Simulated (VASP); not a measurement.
# MgO (Amm2) in VASP: further runs

MgO is run at these levels: PBE; tasks: single point.

Program: VASP 6.6.1. These are calculated values, not measurements. Logs are shortened: lines on timing, memory, paths and dates and some standing lists are left out, and cuts for length are marked.

### Step 1. The cell of the first run

It takes space group Amm2 (No. 38, orthorhombic). The conventional cell has a = 2.680 Å, b = 2.938 Å, c = 4.783 Å, α = 90.00°, β = 90.00°, γ = 90.00°. Mg (site symmetry mm2) has 6 O at 2.08 to 2.14 Å and 2 Mg at 2.68 Å within 2.8 Å. Within 2.8 Å of O (site symmetry mm2) lie 6 Mg at 2.08 to 2.14 Å and 2 O at 2.68 Å.

### Step 2. Single point, PBE (strain -0.0600 x Voigt [0, 1, 0, 0, 0, 0])

Contents of INCAR:

```
SYSTEM = MgO
PREC = Accurate
ENCUT = 520
EDIFF = 1E-7
ISMEAR = 0
SIGMA = 0.05
LREAL = .FALSE.
LASPH = .TRUE.
NELM = 100
ALGO = Normal
ISIF = 2
LWAVE = .FALSE.
LCHARG = .FALSE.
GGA = PE
NBANDS = 11
```

Contents of KPOINTS:

```
Automatic mesh
0
G
  12 12 8
  0 0 0
```

Contents of POSCAR:

```
MgO
1.0
    2.9377244759      0.0000000000      0.0000000000
   -1.4688622380      2.3914953839      0.0000000000
    0.0000000000      0.0000000000      2.6797873418
Mg O
1 1
Direct
    0.0000000000      0.0000000000      0.0000000000
    0.3333333333      0.6666666667      0.5000000000
```

Potentials or basis: VASP PAW PBE potentials, release 64 (Mg, O).

Run with:

```bash
cat potpaw_PBE.64/Mg/POTCAR potpaw_PBE.64/O/POTCAR > POTCAR
mpirun -np 1 vasp_std > vasp.out
```

OUTCAR:

```text
SYSTEM = MgO
   PREC = Accurate
   ENCUT = 520
   EDIFF = 1E-7
   ISMEAR = 0
   LREAL = .FALSE.
   LASPH = .TRUE.
   NELM = 100
   ISIF = 2
   GGA = PE

 ion  position               nearest neighbor table
   1  0.000  0.000  0.000-   2 2.08   2 2.08   2 2.14   2 2.14   2 2.14   2 2.14
   2  0.333  0.667  0.500-   1 2.08   1 2.08   1 2.14   1 2.14   1 2.14   1 2.14

  Warning from LATTYP: Monoclinic adjustment (A1->A3, A2->A1, A3->A2)!
  LATTYP: Found a base centered orthorhombic cell.
 ALAT       =     2.9377244759
 B/A-ratio  =     1.6281277591
 C/A-ratio  =     0.9121983235

  Lattice vectors:

 A1 = (   1.4688622380,  -2.3914953839,   0.0000000000)
 A2 = (   1.4688622379,   2.3914953839,   0.0000000000)
 A3 = (   0.0000000000,   0.0000000000,   2.6797873418)

Analysis of symmetry for initial positions (statically):
=====================================================================
 Subroutine PRICEL returns:
 Original cell was already a primitive cell.

 Routine SETGRP: Setting up the symmetry group for a
 base centered orthorhombic supercell.

 Subroutine GETGRP returns: Found  4 space group operations
 (whereof  4 operations were pure point group operations)
 out of a pool of  8 trial point group operations.

The static configuration has the point symmetry C_2v.

Analysis of symmetry for dynamics (positions and initial velocities):
=====================================================================
 Subroutine PRICEL returns:
 Original cell was already a primitive cell.

 Routine SETGRP: Setting up the symmetry group for a
 base centered orthorhombic supercell.

 Subroutine GETGRP returns: Found  4 space group operations
 (whereof  4 operations were pure point group operations)
 out of a pool of  8 trial point group operations.

The dynamic configuration has the point symmetry C_2v.

 Subroutine INISYM returns: Found  4 space group operations
 (whereof  4 operations are pure point group operations),
 and found     1 'primitive' translations

----------------------------------------------------------------------------------------

                                     Primitive cell

  volume of cell :      18.8270

  direct lattice vectors                    reciprocal lattice vectors
     2.937724476  0.000000000  0.000000000     0.340399519  0.209074207  0.000000000
    -1.468862238  2.391495384  0.000000000     0.000000000  0.418148413  0.000000000
     0.000000000  0.000000000  2.679787342     0.000000000  0.000000000  0.373163939

  length of vectors
     2.937724476  2.806564884  2.679787342     0.399479482  0.418148413  0.373163939

  position of ions in fractional coordinates (direct lattice)
     0.000000000  0.000000000  0.000000000
     0.333333333  0.666666667  0.500000000

  ion indices of the primitive-cell ions
   primitive index   ion index
                 1           1
                 2           2

----------------------------------------------------------------------------------------

 KPOINTS: Automatic mesh

Automatic generation of k-mesh.
 Grid dimensions read from file:
 generate k-points for:   12   12    8

 Generating k-lattice:

  Cartesian coordinates                     Fractional coordinates (reciprocal lattice)
     0.028366627  0.017422851  0.000000000     0.083333333  0.000000000  0.000000000
     0.000000000  0.034845701  0.000000000     0.000000000  0.083333333  0.000000000
     0.000000000  0.000000000  0.046645492     0.000000000  0.000000000  0.125000000

  Length of vectors
     0.033289957  0.034845701  0.046645492

  Shift w.r.t. Gamma in fractional coordinates (k-lattice)
     0.000000000  0.000000000  0.000000000

 Subroutine IBZKPT returns following result:
 ===========================================

 Found    215 irreducible k-points:

 Following reciprocal coordinates:
            Coordinates               Weight
  0.000000  0.000000  0.000000      1.000000
  0.083333  0.000000  0.000000      4.000000
  0.166667  0.000000  0.000000      4.000000
  0.250000  0.000000  0.000000      4.000000
  0.333333  0.000000  0.000000      4.000000
  0.416667 -0.000000  0.000000      4.000000
[... 16 lines left out ...]
  0.333333  0.166667  0.000000      4.000000
  0.416667  0.166667  0.000000      4.000000
 [... further k-points ...]
   k-points           NKPTS =    215   k-points in BZ     NKDIM =    215   number of bands    NBANDS=     11
   number of dos      NEDOS =    301   number of ions     NIONS =      2
   total plane-waves  NPLWV =  11520
   dimension x,y,z NGX =    24 NGY =   24 NGZ =   20
   dimension x,y,z NGXF=    48 NGYF=   48 NGZF=   40
   ions per type =               1   1
   NGX,Y,Z   is equivalent  to a cutoff of  13.58, 14.22, 12.41 a.u.
   NGXF,Y,Z  is equivalent  to a cutoff of  27.16, 28.43, 24.81 a.u.
 SYSTEM =  MgO
   PREC   = accura    normal or accurate (medium, high low for compatibility)
   ISTART =      0    job   : 0-new  1-cont  2-samecut
   ICHARG =      2    charge: 1-file 2-atom 10-const
   ISPIN  =      1    spin polarized calculation?
   LNONCOLLINEAR =      F non collinear calculations
   LSORBIT =      F    spin-orbit coupling
   LASPH  =      T    aspherical Exc in radial PAW
   ENCUT  =  520.0 eV  38.22 Ry    6.18 a.u.   5.46  5.22  4.98*2*pi/ulx,y,z
   NELM   =    100;   NELMIN=  2; NELMDL= -5     # of ELM steps
   EDIFF  = 0.1E-06   stopping-criterion for ELM
   LREAL  =      F    real-space projection
   EDIFFG = 0.1E-05   stopping-criterion for IOM
   NSW    =      0    number of steps for IOM
   IBRION =     -1    ionic relax: 0-MD 1-quasi-New 2-CG
   NFREE  =      0    steps in history (QN), initial steepest desc. (CG)
   ISIF   =      2    stress and relaxation
   ISYM   =      2    0-nonsym 1-usesym 2-fastsym
   POTIM  = 0.5000    time-step for ionic-motion
   TEBEG  =    0.0;   TEEND  =   0.0 temperature during run
   PSTRESS=    0.0 pullay stress
   NELECT =       8.0000    total number of electrons
   NUPDOWN=      -1.0000    fix difference up-down
   EMIN   =  10.00;   EMAX   =-10.00  energy-range for DOS
   EFERMI =   0.00;   METHOD = LEGACY
   ISMEAR =     0;   SIGMA  =   0.05  broadening in eV -4-tet -1-fermi 0-gaus
   EFERMI_NEDOS =   21; number of points for ismear=-14 and -15
   IALGO  =     38    algorithm
   IMIX   =      4    mixing-type and parameters
     AMIX     =   0.40;   BMIX     =  1.00
     AMIX_MAG =   1.60;   BMIX_MAG =  1.00
  volume/ion in A,a.u.               =       9.41        63.53
  Fermi-wavevector in a.u.,A,eV,Ry     =   1.230773  2.325823 20.610124  1.514801
  Thomas-Fermi vector in A             =   2.365608
   LORBIT       =      0    0 simple, 1 ext, 2 COOP (PROOUT), +10 PAW based schemes
   GGA     = PE    functional components
   LHFCALC =     F    Hartree Fock is set to
   AEXX    =    0.0000 exact exchange contribution
   IVDW    =     0    specifies the selected vdW correction
   LEPSILON=     F    determine dielectric tensor
   LRPA    =     F    only Hartree local field effects (RPA)
 non-spin polarized calculation
 Gauss-broadening in eV      SIGMA  =   0.05
  energy-cutoff  :      520.00
  volume of cell :       18.83
 maximum number of plane-waves:       521
 NGX is ok and might be reduce to    24
   NGX = 11   NGY = 11   NGZ =  9

 number of electron       7.9999994 magnetization

 Free energy of the ion-electron system (eV)
  ---------------------------------------------------
  ext. energy  EPLUGINS =         0.00000000
  ---------------------------------------------------
  free energy    TOTEN  =       -11.15376480 eV

  energy without entropy =      -11.15376480  energy(sigma->0) =      -11.15376480

 E-fermi :   4.2364     XC(G=0): -11.0299

 val. band max:        3.9306004317   @ k =   0.0000   0.0000   0.5000
 cond. band min:       7.1616731391   @ k =   0.0000   0.0000   0.0000
 fundamental gap:      3.2310727074
 Fermi energy:         4.2363822634

 k-point     1 :       0.0000    0.0000    0.0000
  band No.  band energies     occupation
      1     -13.9512      2.00000
      2       3.0933      2.00000
      3       3.1661      2.00000
      4       3.4914      2.00000
      5       7.1617      0.00000
      6      15.7036      0.00000
      7      19.6020      0.00000
      8      21.2048      0.00000
      9      24.6374      0.00000
     10      24.9898      0.00000
     11      26.3930      0.00000

 k-point     2 :       0.0833    0.0000    0.0000
  band No.  band energies     occupation
      1     -13.8829      2.00000
      2       2.7245      2.00000
      3       3.1185      2.00000
      4       3.3820      2.00000
      5       7.6055      0.00000
      6      15.8275      0.00000
      7      19.0119      0.00000
      8      21.1209      0.00000
      9      24.8304      0.00000
     10      25.5106      0.00000
     11      26.6409      0.00000

 k-point     3 :       0.1667    0.0000    0.0000
  band No.  band energies     occupation
      1     -13.6900      2.00000
      2       1.6759      2.00000
      3       3.1885      2.00000
      4       3.2323      2.00000
      5       8.5219      0.00000
      6      15.9803      0.00000
      7      17.9539      0.00000
      8      21.4876      0.00000
      9      24.3782      0.00000
     10      25.4495      0.00000
     11      28.2158      0.00000

 k-point     4 :       0.2500    0.0000    0.0000
  band No.  band energies     occupation
      1     -13.4096      2.00000
      2       0.5280      2.00000
      3       3.0586      2.00000
      4       3.2869      2.00000
      5       9.4811      0.00000
      6      15.5880      0.00000
      7      17.5996      0.00000
      8      22.0867      0.00000
      9      23.7343      0.00000
     10      25.1244      0.00000
     11      29.0158      0.00000
[... 239 lines left out ...]
 k-point    22 :       0.2500    0.1667    0.0000
  band No.  band energies     occupation
      1     -12.9392      2.00000
      2      -0.4449      2.00000
      3       2.1065      2.00000
      4       3.4520      2.00000
      5      10.9421      0.00000
      6      14.8864      0.00000
      7      17.6915      0.00000
      8      21.7326      0.00000
      9      23.1621      0.00000
     10      26.2221      0.00000
     11      27.5395      0.00000

 k-point    23 :       0.3333    0.1667    0.0000
  band No.  band energies     occupation
      1     -12.7429      2.00000
      2      -0.9067      2.00000
      3       1.8056      2.00000
      4       3.5136      2.00000
      5      11.6073      0.00000
      6      14.8181      0.00000
      7      17.2207      0.00000
      8      22.6491      0.00000
      9      22.7934      0.00000
     10      25.9985      0.00000
     11      26.9112      0.00000

 k-point    24 :       0.4167    0.1667    0.0000
  band No.  band energies     occupation
      1     -12.6854      2.00000
      2      -1.0263      2.00000
      3       1.6577      2.00000
      4       3.5298      2.00000
      5      11.8380      0.00000
      6      15.0194      0.00000
      7      16.8289      0.00000
      8      22.6562      0.00000
      9      23.3437      0.00000
     10      26.0322      0.00000
     11      26.6848      0.00000

 [... further k-points ...]
[... 5 lines left out ...]
  --------------------------------------------------------------------------------------
  -------------------------------------------------------------------------------------
  Total        0.7155295      2.5459222     -0.2249827     -0.0000000      0.0000000      0.0000000
  in kB       60.8915686    216.6580200    -19.1460327     -0.0000000      0.0000000      0.0000000
  external PRESSURE =      86.1345186 kB  Pullay stress =       0.0000000 kB

 VOLUME and BASIS-vectors are now :
 -----------------------------------------------------------------------------
  energy-cutoff  :      520.00
  volume of cell :       18.83
      direct lattice vectors                 reciprocal lattice vectors
     2.937724476  0.000000000  0.000000000     0.340399519  0.209074207  0.000000000
    -1.468862238  2.391495384  0.000000000     0.000000000  0.418148413  0.000000000
     0.000000000  0.000000000  2.679787342     0.000000000  0.000000000  0.373163939

 POSITION                                       TOTAL-FORCE (eV/Angst)
 -----------------------------------------------------------------------------------
      0.00000      0.00000      0.00000         0.000000     -0.105297      0.000000
     -0.00000      1.59433      1.33989        -0.000000      0.105297      0.000000
 -----------------------------------------------------------------------------------
    total drift:                                0.000000     -0.000092      0.000000

  FREE ENERGIE OF THE ION-ELECTRON SYSTEM (eV)
  ---------------------------------------------------
  free  energy   TOTEN  =       -11.1537648013 eV

  energy  without entropy=      -11.1537648013  energy(sigma->0) =      -11.15376480
```

Run time: 20 s. Hardware: 1 thread of Intel Xeon 6975P-C, shared host; peak memory 0.17 GiB.

What came out:

| Quantity | Value |
| --- | --- |
| Free energy | -11.1538 eV |
| Pressure | 8.6 GPa |
| Largest force | 0.105 eV/Å |
| Band gap on the k mesh | 3.23 eV, indirect (least direct gap 3.67 eV) |

Forces in eV/Å, atoms in the order of the input:
```
Mg   0.000 -0.105  0.000
O    0.000  0.105  0.000
```

Levels at points of the mesh, in eV from the valence-band top:
| k point | band 1 | band 2 | band 3 | band 4 | band 5 | band 6 | band 7 | band 8 | band 9 |
| --- | --- | --- | --- | --- | --- | --- | --- | --- | --- |
| (0.00, 0.00, 0.00) | -17.88 | -0.84 | -0.76 | -0.44 | 3.23 | 11.77 | 15.67 | 17.27 | 20.71 |
| (0.50, 0.00, 0.00) | -16.70 | -5.32 | -1.19 | -0.44 | 7.00 | 10.96 | 13.06 | 18.49 | 19.13 |
| (0.00, 0.50, 0.00) | -16.54 | -5.11 | -1.73 | -0.36 | 6.42 | 11.42 | 13.17 | 17.93 | 18.95 |
| (0.00, 0.00, 0.50) | -16.77 | -5.87 | -0.25 | 0.00 | 8.84 | 9.14 | 17.19 | 18.62 | 18.83 |
| (0.50, 0.00, 0.50) | -15.95 | -4.11 | -3.79 | -0.78 | 5.53 | 12.27 | 14.51 | 15.33 | 16.39 |
| (0.00, 0.50, 0.50) | -15.81 | -3.94 | -3.68 | -1.25 | 5.98 | 11.22 | 14.37 | 14.67 | 16.26 |

Caveat: the cell differs from its parent crystal (strain -0.0600 x Voigt [0, 1, 0, 0, 0, 0]).

### Step 3. Single point, PBE (strain -0.0450 x Voigt [0, 1, 0, 0, 0, 0])

Contents of INCAR:

```
PREC = Accurate ; ENCUT = 520
EDIFF = 1E-6 ; ISMEAR = 0
SIGMA = 0.05 ; LREAL = False
LASPH = True ; NELM = 60
ALGO = Normal ; ISIF = 2
LWAVE = False ; LCHARG = False
GGA = PE ; NBANDS = 11
```

Contents of KPOINTS:

```
Automatic mesh
0
Gamma
  12 12 8
```

Contents of POSCAR:

```
MgO
1.0
    2.9377244759      0.0000000000      0.0000000000
   -1.4688622380      2.4296575443      0.0000000000
    0.0000000000      0.0000000000      2.6797873418
Mg O
1 1
Direct
    0.0000000000      0.0000000000      0.0000000000
    0.3333333333      0.6666666667      0.5000000000
```

Potentials or basis: VASP PAW PBE potentials, release 64 (Mg, O).

Run with:

```bash
cat potpaw_PBE.64/Mg/POTCAR potpaw_PBE.64/O/POTCAR > POTCAR
mpirun -np 1 vasp_std > vasp.out
```

Run time: 14 s. Hardware: 1 thread of Intel Xeon 6975P-C, shared host; peak memory 0.17 GiB.

It converged, with:

```
Free energy            : -11.1889 eV
Pressure               : 6.0 GPa
Largest force          : 0.058 eV/Å
Band gap on the k mesh : 3.21 eV, indirect (least direct gap 3.66 eV)
```

Forces on the atoms (eV/Å):
```
Mg   0.000 -0.058  0.000
O    0.000  0.058  0.000
```

Stress tensor (GPa, compression positive):
```
 4.15  0.00  0.00
 0.00 15.57  0.00
 0.00  0.00 -1.68
```

Levels at points of the mesh, in eV from the valence-band top:
```csv
k point,band 1,band 2,band 3,band 4,band 5,band 6,band 7,band 8
"(0.00, 0.00, 0.00)",-17.74,-0.70,-0.70,-0.46,3.21,11.83,15.67,16.83
"(0.50, 0.00, 0.00)",-16.60,-5.17,-1.20,-0.31,6.93,10.88,13.08,18.62
"(0.00, 0.50, 0.00)",-16.48,-5.02,-1.60,-0.26,6.49,11.23,13.17,17.94
"(0.00, 0.00, 0.50)",-16.64,-5.71,-0.19,0.00,8.73,9.14,17.31,18.52
"(0.50, 0.00, 0.50)",-15.84,-3.98,-3.65,-0.77,5.63,12.07,14.41,15.24
"(0.00, 0.50, 0.50)",-15.74,-3.86,-3.57,-1.11,5.97,11.30,14.28,14.84
```

Caveat: the cell differs from its parent crystal (strain -0.0450 x Voigt [0, 1, 0, 0, 0, 0]). A k mesh can miss the band edges.

[end of part 1 of 2]
